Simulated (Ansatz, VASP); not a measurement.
## Two plane-wave programs on Y

Contents of INCAR:

```
SYSTEM = Y
PREC = Accurate ; ENCUT = 500
EDIFF = 1E-6 ; ISMEAR = -1
SIGMA = 0.1 ; LREAL = .False.
LASPH = .True. ; NELM = 120
ALGO = Normal ; ISIF = 2
LWAVE = .False. ; LCHARG = .True.
GGA = PE ; LELF = .True.
LVHAR = .True. ; NBANDS = 24
GGA_COMPAT = .False.
```

The input KPOINTS:

```
regular mesh
0
Gamma
  7 7 10
  0 0 0
```

POSCAR

```
Y
1.0
    5.7264531037      0.0000000000      0.0000000000
   -2.8632265518      4.9592538614      0.0000000000
    0.0000000000      0.0000000000      3.5756369885
Y
3
Direct
    0.0000000000      1.0000000000      0.0000000000
    0.3333333333      0.6666666667      0.5000000000
    0.6666666667      0.3333333333      0.5000000000
```

Input for Ansatz:

```yaml
crystal:
  lattice:
    - [5.7264531037, 0.0, 0.0]
    - [-2.8632265518, 4.9592538614, 0.0]
    - [0.0, 0.0, 3.5756369885]
  atoms:
    - { symbol: "Y", position: [0.0, 1.0, 0.0] }
    - { symbol: "Y", position: [0.3333333333, 0.6666666667, 0.5] }
    - { symbol: "Y", position: [0.6666666667, 0.3333333333, 0.5] }
hamiltonian:
  xc: pbe
  pseudopotentials:
    kind: paw
    azcp:
      "Y": "pseudopotentials/Y.paw.azcp"
basis:
  ecutwfc: 420
  fft_grid_basis: typed
kpoints:
  mp_grid: { grid: [7, 7, 10], shift: [0, 0, 0] }
magnetization:
  spin_polarized: false
scf:
  occupations: { method: fermi_dirac, width: 0.1 }
  lower_state_search: "off"
output:
  stress: true
  write_density: true
  write_potential: true
  elf: true
  volumetric_format: npy
```

Alike in both runs: task single point; functional PBE; k mesh 7 × 7 × 10; occupations fermi-dirac, width 0.1 eV; no spin polarisation.

|  | VASP | Ansatz |
| --- | --- | --- |
| version | VASP 6.6.1 | Ansatz 0.2.0 |
| potentials or method | VASP PAW PBE potentials, release 64 (Y_sv), cutoff 500 eV | plane waves (420 eV) with PAW, scalar-relativistic |
| valence electrons in the cell | 33 | 33 |

|  | VASP | Ansatz | Ansatz less VASP |
| --- | --- | --- | --- |
| pressure (GPa) | -1.5 | -1.4 | +0.09 |
| traceless stress, the component that is largest in VASP (GPa) | 0.08 | 0.08 | +0.002 |

The functional is the same, so the differences come from potentials, cutoffs and numerics.
